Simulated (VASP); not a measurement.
# Ta (P6_3/mmc) in VASP: further runs

Ta is run at these levels: RPBE; tasks: single point.

Program: VASP 6.6.1. These are calculated values, not measurements. Logs are shortened: lines on timing, memory, paths and dates and some standing lists are left out, and cuts for length are marked.

**1. The cell of the first run**

The structure is hexagonal, space group P6_3/mmc (No. 194). Conventional cell: a = 2.917 Å, b = 2.917 Å, c = 5.175 Å, α = 90.00°, β = 90.00°, γ = 120.00°. Within 3.8 Å of Ta (site symmetry -6m2) lie 12 Ta at 2.92 to 3.09 Å.

**2. Single point, RPBE**

Input file INCAR:

```
ALGO = Normal
EDIFF = 1E-6
ENCUT = 520
GGA = RP
ISIF = 2
ISMEAR = -1
LASPH = True
LCHARG = False
LREAL = False
LWAVE = False
NBANDS = 18
NELM = 100
PREC = Accurate
SIGMA = 0.1
```

Input file KPOINTS:

```
k-points
0
Gamma
  12 12 7
```

Input file POSCAR:

```
Ta
1.0
    2.9174656991      0.0000000000      0.0000000000
   -1.4587328496      2.5265994101      0.0000000000
    0.0000000000      0.0000000000      5.1751368142
Ta
2
Direct
    0.3333333333      0.6666666667      0.2500000000
    0.6666666667      0.3333333333      0.7500000000
```

Potentials or basis: VASP PAW PBE potentials, release 64 (Ta_pv).

Command:

```bash
$ cat potpaw_PBE.64/Ta_pv/POTCAR > POTCAR
$ mpirun -np 1 vasp_std > vasp.out
```

OUTCAR:

```text
EDIFF = 1E-6
   ENCUT = 520
   GGA = RP
   ISIF = 2
   ISMEAR = -1
   LASPH = True
   LREAL = False
   NELM = 100
   PREC = Accurate

 ion  position               nearest neighbor table
   1  0.333  0.667  0.250-   2 3.09   2 3.09   2 3.09   2 3.09   2 3.09   2 3.09
   2  0.667  0.333  0.750-   1 3.09   1 3.09   1 3.09   1 3.09   1 3.09   1 3.09

  LATTYP: Found a hexagonal cell.
 ALAT       =     2.9174656991
 C/A-ratio  =     1.7738466697

  Lattice vectors:

 A1 = (   2.9174656991,   0.0000000000,   0.0000000000)
 A2 = (  -1.4587328496,   2.5265994101,   0.0000000000)
 A3 = (   0.0000000000,   0.0000000000,   5.1751368142)

Analysis of symmetry for initial positions (statically):
=====================================================================
 Subroutine PRICEL returns:
 Original cell was already a primitive cell.

 Routine SETGRP: Setting up the symmetry group for a
 hexagonal supercell.

 Subroutine GETGRP returns: Found 24 space group operations
 (whereof 12 operations were pure point group operations)
 out of a pool of 24 trial point group operations.

The static configuration has the point symmetry D_3d.
 The point group associated with its full space group is D_6h.

Analysis of symmetry for dynamics (positions and initial velocities):
=====================================================================
 Subroutine PRICEL returns:
 Original cell was already a primitive cell.

 Routine SETGRP: Setting up the symmetry group for a
 hexagonal supercell.

 Subroutine GETGRP returns: Found 24 space group operations
 (whereof 12 operations were pure point group operations)
 out of a pool of 24 trial point group operations.

The dynamic configuration has the point symmetry D_3d.
 The point group associated with its full space group is D_6h.

 Subroutine INISYM returns: Found 24 space group operations
 (whereof 12 operations are pure point group operations),
 and found     1 'primitive' translations

----------------------------------------------------------------------------------------

                                     Primitive cell

  volume of cell :      38.1473

  direct lattice vectors                    reciprocal lattice vectors
     2.917465699  0.000000000  0.000000000     0.342763242  0.197894450  0.000000000
    -1.458732850  2.526599410  0.000000000     0.000000000  0.395788899  0.000000000
     0.000000000  0.000000000  5.175136814     0.000000000  0.000000000  0.193231606

  length of vectors
     2.917465699  2.917465699  5.175136814     0.395788900  0.395788899  0.193231606

  position of ions in fractional coordinates (direct lattice)
     0.333333333  0.666666667  0.250000000
     0.666666667  0.333333333  0.750000000

  ion indices of the primitive-cell ions
   primitive index   ion index
                 1           1
                 2           2

----------------------------------------------------------------------------------------

 KPOINTS: k-points

Automatic generation of k-mesh.
 Grid dimensions read from file:
 generate k-points for:   12   12    7

 Generating k-lattice:

  Cartesian coordinates                     Fractional coordinates (reciprocal lattice)
     0.028563603  0.016491204  0.000000000     0.083333333  0.000000000  0.000000000
     0.000000000  0.032982408  0.000000000     0.000000000  0.083333333  0.000000000
     0.000000000  0.000000000  0.027604515     0.000000000  0.000000000  0.142857143

  Length of vectors
     0.032982408  0.032982408  0.027604515

  Shift w.r.t. Gamma in fractional coordinates (k-lattice)
     0.000000000  0.000000000  0.000000000

 Subroutine IBZKPT returns following result:
 ===========================================

 Found     76 irreducible k-points:

 Following reciprocal coordinates:
            Coordinates               Weight
  0.000000  0.000000  0.000000      1.000000
  0.083333 -0.000000  0.000000      6.000000
  0.166667 -0.000000  0.000000      6.000000
  0.250000 -0.000000  0.000000      6.000000
  0.333333 -0.000000  0.000000      6.000000
  0.416667 -0.000000  0.000000      6.000000
[... 16 lines left out ...]
  0.250000 -0.000000  0.142857     12.000000
  0.333333 -0.000000  0.142857     12.000000
 [... further k-points ...]
   k-points           NKPTS =     76   k-points in BZ     NKDIM =     76   number of bands    NBANDS=     18
   number of dos      NEDOS =    301   number of ions     NIONS =      2
   total plane-waves  NPLWV =  23040
   dimension x,y,z NGX =    24 NGY =   24 NGZ =   40
   dimension x,y,z NGXF=    48 NGYF=   48 NGZF=   80
   ions per type =               2
   NGX,Y,Z   is equivalent  to a cutoff of  13.68, 13.68, 12.85 a.u.
   NGXF,Y,Z  is equivalent  to a cutoff of  27.35, 27.35, 25.70 a.u.
 SYSTEM =  unknown system
   PREC   = accura    normal or accurate (medium, high low for compatibility)
   ISTART =      0    job   : 0-new  1-cont  2-samecut
   ICHARG =      2    charge: 1-file 2-atom 10-const
   ISPIN  =      1    spin polarized calculation?
   LNONCOLLINEAR =      F non collinear calculations
   LSORBIT =      F    spin-orbit coupling
   LASPH  =      T    aspherical Exc in radial PAW
   ENCUT  =  520.0 eV  38.22 Ry    6.18 a.u.   5.42  5.42  9.62*2*pi/ulx,y,z
   NELM   =    100;   NELMIN=  2; NELMDL= -5     # of ELM steps
   EDIFF  = 0.1E-05   stopping-criterion for ELM
   LREAL  =      F    real-space projection
   EDIFFG = 0.1E-04   stopping-criterion for IOM
   NSW    =      0    number of steps for IOM
   IBRION =     -1    ionic relax: 0-MD 1-quasi-New 2-CG
   NFREE  =      0    steps in history (QN), initial steepest desc. (CG)
   ISIF   =      2    stress and relaxation
   ISYM   =      2    0-nonsym 1-usesym 2-fastsym
   POTIM  = 0.5000    time-step for ionic-motion
   TEBEG  =    0.0;   TEEND  =   0.0 temperature during run
   PSTRESS=    0.0 pullay stress
   NELECT =      22.0000    total number of electrons
   NUPDOWN=      -1.0000    fix difference up-down
   EMIN   =  10.00;   EMAX   =-10.00  energy-range for DOS
   EFERMI =   0.00;   METHOD = LEGACY
   ISMEAR =    -1;   SIGMA  =   0.10  broadening in eV -4-tet -1-fermi 0-gaus
   EFERMI_NEDOS =   21; number of points for ismear=-14 and -15
   IALGO  =     38    algorithm
   IMIX   =      4    mixing-type and parameters
     AMIX     =   0.40;   BMIX     =  1.00
     AMIX_MAG =   1.60;   BMIX_MAG =  1.00
  volume/ion in A,a.u.               =      19.07       128.72
  Fermi-wavevector in a.u.,A,eV,Ry     =   1.362682  2.575095 25.264674  1.856901
  Thomas-Fermi vector in A             =   2.489150
   LORBIT       =      0    0 simple, 1 ext, 2 COOP (PROOUT), +10 PAW based schemes
   GGA     = RP    functional components
   LHFCALC =     F    Hartree Fock is set to
   AEXX    =    0.0000 exact exchange contribution
   IVDW    =     0    specifies the selected vdW correction
   LEPSILON=     F    determine dielectric tensor
   LRPA    =     F    only Hartree local field effects (RPA)
 non-spin polarized calculation
  energy-cutoff  :      520.00
  volume of cell :       38.15
 maximum number of plane-waves:      1051
 NGX is ok and might be reduce to    24
   NGX = 11   NGY = 11   NGZ = 19

 number of electron      22.0000004 magnetization

 Free energy of the ion-electron system (eV)
  ---------------------------------------------------
  ext. energy  EPLUGINS =         0.00000000
  ---------------------------------------------------
  free energy    TOTEN  =       -22.12990733 eV

  energy without entropy =      -22.04287080  energy(sigma->0) =      -22.08638907

 E-fermi :   5.5488     XC(G=0): -12.2594

 val. band max:        5.5276307084   @ k =   0.3333  -0.0000   0.2857
 cond. band min:       5.5591053583   @ k =   0.1667  -0.0000   0.1429
 fundamental gap:      0.0314746499
 Fermi energy:         5.5488479537

 k-point     1 :       0.0000    0.0000    0.0000
  band No.  band energies     occupation
      1     -29.0522      2.00000
      2     -28.2765      2.00000
      3     -28.1723      2.00000
      4     -28.1723      2.00000
      5     -28.0928      2.00000
      6     -28.0928      2.00000
[... 10 lines left out ...]
     17      10.6048      0.00000
     18      10.6048      0.00000

 k-point     2 :       0.0833   -0.0000    0.0000
  band No.  band energies     occupation
      1     -29.0314      2.00000
      2     -28.2791      2.00000
      3     -28.2390      2.00000
      4     -28.1905      2.00000
      5     -28.1610      2.00000
      6     -28.1051      2.00000
[... 10 lines left out ...]
     17      10.7101      0.00000
     18      11.1411      0.00000

 k-point     3 :       0.1667   -0.0000    0.0000
  band No.  band energies     occupation
      1     -28.9723      2.00000
      2     -28.4194      2.00000
      3     -28.3422      2.00000
      4     -28.2884      2.00000
      5     -28.2390      2.00000
      6     -28.1393      2.00000
[... 10 lines left out ...]
     17      10.8900      0.00000
     18      12.2749      0.00000

 k-point     4 :       0.2500   -0.0000    0.0000
  band No.  band energies     occupation
      1     -28.8847      2.00000
      2     -28.6620      2.00000
      3     -28.5790      2.00000
      4     -28.3076      2.00000
      5     -28.3032      2.00000
      6     -28.1871      2.00000
[... 375 lines left out ...]
      4     -28.2882      2.00000
      5     -28.2341      2.00000
      6     -28.1443      2.00000
[... 10 lines left out ...]
     17      10.7935      0.00000
     18      11.7688      0.00000

 k-point    23 :       0.2500   -0.0000    0.1429
  band No.  band energies     occupation
      1     -28.8733      2.00000
      2     -28.6465      2.00000
      3     -28.5924      2.00000
      4     -28.3223      2.00000
      5     -28.2975      2.00000
      6     -28.1929      2.00000
[... 10 lines left out ...]
     17      10.8651      0.00000
     18      12.4428      0.00000

 k-point    24 :       0.3333   -0.0000    0.1429
  band No.  band energies     occupation
      1     -28.9235      2.00000
      2     -28.8281      2.00000
      3     -28.7263      2.00000
      4     -28.3592      2.00000
      5     -28.3499      2.00000
      6     -28.2420      2.00000
[... 10 lines left out ...]
     17      10.9439      0.00000
     18      12.6916      0.00000

 [... further k-points ...]
[... 5 lines left out ...]
  --------------------------------------------------------------------------------------
  -------------------------------------------------------------------------------------
  Total        0.0000480      0.0000480      0.0063414     -0.0000000      0.0000000     -0.0000000
  in kB        0.0020179      0.0020179      0.2663365     -0.0000000      0.0000000     -0.0000000
  external PRESSURE =       0.0901241 kB  Pullay stress =       0.0000000 kB

 VOLUME and BASIS-vectors are now :
 -----------------------------------------------------------------------------
  energy-cutoff  :      520.00
  volume of cell :       38.15
      direct lattice vectors                 reciprocal lattice vectors
     2.917465699  0.000000000  0.000000000     0.342763242  0.197894450  0.000000000
    -1.458732850  2.526599410  0.000000000     0.000000000  0.395788899  0.000000000
     0.000000000  0.000000000  5.175136814     0.000000000  0.000000000  0.193231606

 POSITION                                       TOTAL-FORCE (eV/Angst)
 -----------------------------------------------------------------------------------
     -0.00000      1.68440      1.29378         0.000000     -0.000000      0.000000
      1.45873      0.84220      3.88135        -0.000000      0.000000      0.000000
 -----------------------------------------------------------------------------------
    total drift:                               -0.000000      0.000000     -0.000000

  FREE ENERGIE OF THE ION-ELECTRON SYSTEM (eV)
  ---------------------------------------------------
  free  energy   TOTEN  =       -22.1299073332 eV

  energy  without entropy=      -22.0428708021  energy(sigma->0) =      -22.08638907
```

It took 22 s on 1 thread of AMD EPYC 9R45 (Zen 5), shared host; peak memory 0.15 GiB.

Results:

| Item | Value |
| --- | --- |
| Free energy | -22.1299 eV |
| Pressure | 0.0 GPa |
| Band gap on the k mesh | zero (band 11 reaches 6.60 eV, above the bottom of band 12 at 4.92 eV) |

Caveat: the PAW data sets were made with another functional, which shifts forces and pressure a little; spin-orbit coupling is left out, which moves the levels of the heavy elements.

**3. Single point, RPBE (volume scaled by 0.88)**

Input file INCAR:

```
ALGO = Normal
EDIFF = 1E-6
ENCUT = 520
GGA = RP
ISIF = 2
ISMEAR = -1
LASPH = T
LCHARG = F
LREAL = F
LWAVE = F
NBANDS = 18
NELM = 80
PREC = Accurate
SIGMA = 0.1
```

Input file KPOINTS:

```
k-points
0
Gamma
  14 14 7
```

Input file POSCAR:

```
Ta
1.0
    2.7957606166      0.0000000000      0.0000000000
   -1.3978803083      2.4211997169      0.0000000000
    0.0000000000      0.0000000000      4.9592506590
Ta
2
Direct
    0.3333333333      0.6666666667      0.2500000000
    0.6666666667      0.3333333333      0.7500000000
```

Potentials or basis: VASP PAW PBE potentials, release 64 (Ta_pv).

Command:

```bash
$ cat potpaw_PBE.64/Ta_pv/POTCAR > POTCAR
$ mpirun -np 1 vasp_std > vasp.out
```

Run time: 25 s. Hardware: 1 thread of AMD EPYC 9R45 (Zen 5), shared host; peak memory 0.16 GiB.

It converged, with:

| Quantity | Value |
| --- | --- |
| Free energy | -21.7386 eV |
| Pressure | 30.0 GPa |
| Band gap on the k mesh | zero (band 11 reaches 8.07 eV, above the bottom of band 12 at 5.95 eV) |

Stress tensor (GPa, compression positive):
```
30.97  0.00  0.00
 0.00 30.97  0.00
 0.00  0.00 27.92
```

Levels at points of the mesh, in eV from the Fermi level:
```csv
k point,band 7,band 8,band 9,band 10,band 11,band 12,band 13,band 14,band 15,band 16
"(0.00, 0.00, 0.00)",-8.62,-5.29,-0.67,0.25,0.59,0.59,1.27,1.27,3.31,3.31
"(0.50, 0.00, 0.00)",-4.40,-4.40,-3.87,-0.39,-0.25,0.64,0.85,6.41,7.36,7.73
```

Caveat: the PAW data sets were made with another functional, which shifts forces and pressure a little; spin-orbit coupling is left out, which moves the levels of the heavy elements.

**4. Single point, RPBE (volume scaled by 0.92)**

Input file INCAR:

```
SYSTEM = Ta
PREC     = Accurate       ! precision mode
ENCUT    = 520            ! plane-wave cutoff, eV
EDIFF    = 1E-7           ! SCF threshold, eV
ISMEAR   = -1             ! smearing method
SIGMA    = 0.1            ! smearing width, eV
LREAL    = .FALSE.        ! projectors in reciprocal space
LASPH    = .TRUE.         ! aspherical terms in the spheres
NELM     = 80             ! most SCF steps
ALGO     = Normal         ! electronic algorithm
ISIF     = 2              ! what is computed and relaxed
LWAVE    = .FALSE.        ! write WAVECAR
LCHARG   = .FALSE.        ! write CHGCAR
GGA      = RP             ! functional
NBANDS   = 18             ! bands
```

Input file KPOINTS:

```
regular mesh
0
G
  14 14 7
  0 0 0
```

Input file POSCAR:

```
Ta
1.0
    2.8374945399      0.0000000000      0.0000000000
   -1.4187472700      2.4573423546      0.0000000000
    0.0000000000      0.0000000000      5.0332802397
Ta
2
Direct
    0.3333333333      0.6666666667      0.2500000000
    0.6666666667      0.3333333333      0.7500000000
```

Command:

```bash
$ cat potpaw_PBE.64/Ta_pv/POTCAR > POTCAR
$ mpirun -np 1 vasp_std > vasp.out
```

Run time: 27 s. Hardware: 1 thread of AMD EPYC 9R45 (Zen 5), shared host; peak memory 0.16 GiB.

The run converged. Its results:

```yaml
Free_energy: -21.9660 eV
Pressure: 18.1 GPa
Band_gap_on_the_k_mesh: zero (band 11 reaches 7.53 eV, above the bottom of band 12 at 5.58 eV)
```

Stress tensor (GPa, compression positive):
```
18.82  0.00  0.00
 0.00 18.82  0.00
 0.00  0.00 16.60
```

Levels at points of the mesh, in eV from the Fermi level:
```tsv
k point	band 8	band 9	band 10	band 11	band 12	band 13	band 14	band 15
(0.00, 0.00, 0.00)	-5.12	-0.60	0.09	0.61	0.61	1.24	1.24	3.18
(0.50, 0.00, 0.00)	-4.15	-3.63	-0.36	-0.36	0.60	0.86	6.07	6.98
```

Caveat: the PAW data sets were made with another functional, which shifts forces and pressure a little; spin-orbit coupling is left out, which moves the levels of the heavy elements.

[end of part 1 of 2]
